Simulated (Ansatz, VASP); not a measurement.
# Two plane-wave programs on GeCl3

File INCAR:

```
SYSTEM = GeCl3
ALGO = Fast
EDIFF = 1E-6
EDIFFG = -0.01
ENCUT = 600
GGA = PE
IBRION = 2
ISIF = 3
ISMEAR = 0
LASPH = .True.
LCHARG = .False.
LREAL = .False.
LWAVE = .False.
NELM = 60
NSW = 100
PREC = Accurate
SIGMA = 0.1
```

File KPOINTS:

```
k-points
0
Gamma
  10 10 10
  0 0 0
```

The input POSCAR:

```
GeCl3
1.0
    4.9063697900      0.0000000000      0.0000000000
    0.0000000000      4.9063697900      0.0000000000
    0.0000000000      0.0000000000      4.9063697900
Ge Cl
1 3
Direct
    0.5000000000      0.5000000000      0.5000000000
    0.0000000000      0.5000000000      0.5000000000
    0.5000000000      0.0000000000      0.5000000000
    0.5000000000      0.5000000000      0.0000000000
```

Input for Ansatz:

```yaml
crystal:
  lattice:
    - [4.90636979, 0.0, 0.0]
    - [0.0, 4.90636979, 0.0]
    - [0.0, 0.0, 4.90636979]
  atoms:
    - { symbol: Ge, position: [0.5, 0.5, 0.5] }
    - { symbol: Cl, position: [0.0, 0.5, 0.5] }
    - { symbol: Cl, position: [0.5, 0.0, 0.5] }
    - { symbol: Cl, position: [0.5, 0.5, 0.0] }
basis:
  ecutwfc: 420
kpoints:
  mp_grid: { grid: [10, 10, 10] }
hamiltonian:
  xc: pbe
scf:
  occupations: { method: gaussian, width: 0.1 }
output:
  forces: true
  stress: true
  eigenvalues: true
relax:
  adjacent_minimum: "off"
  f_tol: 0.01
  max_steps: 80
  cell: { stress_tol: 0.05 }
```

Alike in both runs: task relaxation of cell and atoms; functional PBE; k mesh 10 × 10 × 10; occupations gaussian, width 0.1 eV; no spin polarisation.

|  | VASP | Ansatz |
| --- | --- | --- |
| version | VASP 6.6.1 | Ansatz 0.2.0 |
| potentials or method | VASP PAW PBE potentials, release 64 (Ge_d, Cl), cutoff 600 eV | scalar-relativistic, plane waves, PAW |
| valence electrons in the cell | 35 | 35 |

```tsv
	VASP	Ansatz	Ansatz less VASP
gap on the k mesh at the Fermi level, each at its own relaxed structure (eV)	none	none	-
relaxed volume (Å³/atom)	29.63	29.63	+0.007
relaxed length of the cell vector where the two differ most in proportion (Å)	4.912	4.912	+0.0004
```

A gap of «none» marks a metal or a gap that the smearing closes.
